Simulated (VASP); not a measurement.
Crystal: Tl.

```
CELL_PARAMETERS angstrom
3.40996 0.00000 0.00000
-1.70498 2.95311 0.00000
0.00000 0.00000 11.13693
ATOMIC_POSITIONS crystal
Tl 0.00000 0.00000 0.00000
Tl 0.00000 0.00000 0.50000
Tl 0.33333 0.66667 0.25000
Tl 0.66667 0.33333 0.75000
```

| Property | Result |
| --- | --- |
| Program | VASP 6.6.1 |
| Task | relaxation of cell and atoms |
| Functional | LDA |
| Potentials or basis | VASP PAW LDA potentials, release 64 (Tl_d) |
| Cutoff | 600 eV |
| k mesh | 11 × 11 × 3 |
| Occupations | fermi-dirac, width 0.1 eV |
| Spin | no spin polarisation |

At the start: pressure -1.2 GPa; volume 28.04 Å³/atom.

Q: How do energy, volume and symmetry change on relaxing?

A: Over 4 steps the energy falls by 3.3 meV/atom and the volume is 27.21 Å³/atom (-3.0 %); space group P6_3/mmc (No. 194, to 0.1 Å) before and after.

The path:
```
step  energy change (eV)  largest force (eV/Å)  pressure (GPa)  volume (Å³)
   1              0.0000                0.0000           -1.21       112.15
   2             -0.0131                0.0000            0.04       108.75
   3             -0.0131                0.0000            0.01       108.83
   4             -0.0131                0.0000            0.01       108.84
```

Final structure:
```cif
data_structure
_symmetry_space_group_name_H-M 'P 1'
_symmetry_Int_Tables_number 1
_cell_length_a 3.3803
_cell_length_b 3.3803
_cell_length_c 10.9983
_cell_angle_alpha 90.000
_cell_angle_beta 90.000
_cell_angle_gamma 120.000
_cell_volume 108.84
loop_
_atom_site_label
_atom_site_type_symbol
_atom_site_fract_x
_atom_site_fract_y
_atom_site_fract_z
_atom_site_occupancy
Tl1 Tl 0.00000 0.00000 0.00000 1
Tl2 Tl 0.00000 0.00000 0.50000 1
Tl3 Tl 0.33333 0.66667 0.25000 1
Tl4 Tl 0.66667 0.33333 0.75000 1
```
